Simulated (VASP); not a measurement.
Wanted: the native input for a VASP 6.6.1 run.

```yaml
Task: single point
Functional: PBE
Potentials_or_basis: VASP PAW PBE potentials, release 64 (Si, O)
Cutoff: 520 eV
k_mesh: 6 × 6 × 10
Occupations: fermi-dirac, width 0.02 eV
Spin: no spin polarisation
Dipole_correction: no
Further_INCAR_settings: ALGO = Normal; EDIFF = 1e-07; NBANDS = 25
```

The structure of SiO2 lies in POSCAR:

```
SiO2
1.0
    4.1433369106      0.0000000000      0.0000000000
    0.0000000000      4.1433369106      0.0000000000
    0.0000000000      0.0000000000      2.6421514920
Si O
2 4
Direct
    0.0000000000      0.0000000000      0.0000000000
    0.5000000000      0.5000000000      0.5000000000
    0.3050916275      0.3050916275      0.0000000000
    0.1949083725      0.8050916275      0.5000000000
    0.8050916275      0.1949083725      0.5000000000
    0.6949083725      0.6949083725      0.0000000000
```

This cell differs from its parent crystal: strain -1.0%.

One way to write it, as run:

INCAR

```
SYSTEM = SiO2
  ALGO = Normal
  EDIFF = 1E-7
  ENCUT = 520
  GGA = PE
  ISIF = 2
  ISMEAR = -1
  LASPH = .TRUE.
  LCHARG = .FALSE.
  LREAL = .FALSE.
  LWAVE = .FALSE.
  NBANDS = 25
  NELM = 80
  PREC = Accurate
  SIGMA = 0.02
```

KPOINTS

```
k-points
0
G
  6 6 10
  0 0 0
```

Potentials or basis: VASP PAW PBE potentials, release 64 (Si, O).

Command:

```sh
$ cat potpaw_PBE.64/Si/POTCAR potpaw_PBE.64/O/POTCAR > POTCAR
$ mpirun -np 1 vasp_std > vasp.out
```

It gave:

```yaml
Pressure: 20.1 GPa
Largest_force: 0.102 eV/Å
Band_gap_on_the_k_mesh: 6.05 eV
```

Caveat: the cell differs from its parent crystal (strain -1.0%); the cell stands under pressure.

Run time: 34 s on 1 thread of Intel(R) Xeon(R) Platinum 8488C (Sapphire Rapids) (shared host), peak memory 0.18 GiB.
